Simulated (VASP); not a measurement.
Si8Ge13: single point with PBE

Si8Ge13:

```
CELL_PARAMETERS angstrom
7.56016 0.18965 -0.06618
0.18965 7.81616 0.11962
-0.06618 0.11962 8.06280
ATOMIC_POSITIONS crystal
Ge 0.25468 0.64807 0.59124
Ge 0.50845 0.76663 0.00832
Ge 0.20772 0.06905 0.54808
Ge 0.13798 0.68790 0.89446
Ge 0.33513 0.44821 0.21014
Ge 0.30031 0.87286 0.24688
Ge 0.00791 0.52784 0.14577
Ge 0.81619 0.00262 0.11055
Ge 0.81005 0.86852 0.82623
Ge 0.15339 0.14109 0.07310
Ge 0.64314 0.59581 0.65810
Ge 0.41014 0.03230 0.85156
Ge 0.58247 0.30588 0.87399
Si 0.98468 0.46165 0.62403
Si 0.97678 0.76291 0.44215
Si 0.59170 0.15366 0.55706
Si 0.99934 0.24983 0.37067
Si 0.65508 0.23191 0.28584
Si 0.90444 0.37883 0.91616
Si 0.51421 0.85127 0.47967
Si 0.73424 0.57698 0.34454
```

- Program: VASP 6.6.1
- Task: single point
- Functional: PBE
- Potentials or basis: VASP PAW PBE potentials, release 64 (Ge_d, Si)
- Cutoff: 520 eV
- k mesh: 1 × 1 × 1, shifted
- Occupations: fermi-dirac, width 0.1034 eV
- Spin: no spin polarisation
- Dipole correction: no
- Further INCAR settings: LREAL = Auto; ALGO = Normal; EDIFF = 1e-06; NBANDS = 123; ISYM = 0

- Pressure: -4.1 GPa
- Largest force: 1.459 eV/Å

Forces in eV/Å, atoms in the order of the input:
```
Ge  -0.055 -0.303  0.164
Ge   0.513 -0.980  0.597
Ge   0.607 -0.273  0.663
Ge   0.283  0.617 -0.372
Ge   0.427 -0.076 -0.218
Ge  -0.414 -0.430  0.187
Ge  -0.264  0.463  0.954
Ge   0.159  0.646  0.167
Ge  -0.211 -0.150 -0.414
Ge  -0.276 -0.008  0.060
Ge   0.164 -0.206  0.526
Ge  -0.715  0.527 -0.737
Ge   0.092  0.008  0.006
Si  -0.360  0.337  0.206
Si  -0.012  0.061 -0.357
Si  -0.491 -0.696  0.903
Si  -0.571  0.110 -0.471
Si   0.527  0.872 -0.680
Si  -0.047 -0.952 -1.104
Si   0.515  0.467  0.174
Si   0.129 -0.035 -0.252
```

Stress tensor (GPa, compression positive):
```
-3.64  1.47  2.28
 1.47 -5.59  0.36
 2.28  0.36 -3.14
```

Levels at points of the mesh, in eV from the Fermi level:
```tsv
k point	band 105	band 106	band 107	band 108	band 109	band 110
(0.25, 0.25, 0.25)	-0.31	-0.16	-0.09	0.01	0.33	0.62
```

Wall time 4.1 min on 1 thread of Intel Xeon 8259CL, on a shared host, peak memory 0.45 GiB.

Caveat: the k points lie up to 0.83 Å⁻¹ apart, too coarse for converged energies, forces and pressures; the atoms stand as in a frame of molecular dynamics.
